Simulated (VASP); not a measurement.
The system is HfN.

```
Hf N
1.0
     0.00000    2.29500    2.29500
     2.29500    0.00000    2.29500
     2.29500    2.29500    0.00000
Hf N
1 1
Direct
  0.00000 0.00000 0.00000
  0.50000 0.50000 0.50000
```

```yaml
Program: VASP 6.6.1
Task: relaxation of cell and atoms
Functional: PBEsol
Potentials_or_basis: VASP PAW PBE potentials, release 64 (Hf_pv, N)
Cutoff: 600 eV
k_mesh: 7 × 7 × 7
Occupations: fermi-dirac, width 0.1 eV
Spin: no spin polarisation
```

At the start: pressure -16.5 GPa; volume 12.09 Å³/atom.

Problem. How do energy, volume and symmetry change on relaxing?

Solution. Over 4 steps the energy falls by 41.8 meV/atom and the volume is 11.33 Å³/atom (-6.3 %); space group Fm-3m (No. 225, to 0.1 Å) before and after.

The path:
| step | energy change (eV) | largest force (eV/Å) | pressure (GPa) | volume (Å³) |
| --- | --- | --- | --- | --- |
| 1 | 0.0000 | 0.0000 | -16.51 | 24.18 |
| 2 | 0.2459 | 0.0000 | 45.70 | 20.07 |
| 3 | -0.0835 | 0.0000 | -0.72 | 22.70 |
| 4 | -0.0836 | 0.0000 | -0.11 | 22.65 |

Final structure:
```xyz
2
Lattice="0.0000 2.2458 2.2458 2.2458 0.0000 2.2458 2.2458 2.2458 0.0000" Properties=species:S:1:pos:R:3 pbc="T T T"
Hf    4.4917    4.4917    4.4917
N     2.2458    2.2458    2.2458
```

Caveat: the PAW data sets were made with another functional, which shifts forces and pressure a little.
